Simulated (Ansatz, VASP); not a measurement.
## Two plane-wave programs on CaF2

```
Ca F
1.0
     0.00000    2.73100    2.73100
     2.73100    0.00000    2.73100
     2.73100    2.73100    0.00000
Ca F
1 2
Direct
  0.00000 0.00000 0.00000
  0.25000 0.25000 0.25000
  0.75000 0.75000 0.75000
```

Alike in both runs: task single point; functional PBEsol; k mesh 6 × 6 × 6; occupations fermi-dirac, width 0.05 eV; no spin polarisation.

```csv
,VASP,Ansatz
version,VASP 6.6.1,Ansatz 0.2.0
potentials or method,"VASP PAW PBE potentials, release 64 (Ca_sv, F)","plane waves, PAW"
plane-wave cutoff (eV),600,420
valence electrons in the cell,24,24
```

```tsv
	VASP	Ansatz	Ansatz less VASP
pressure (GPa)	-1.7	-1.9	-0.21
```

VASP's potentials were made for PBE, not for PBEsol.
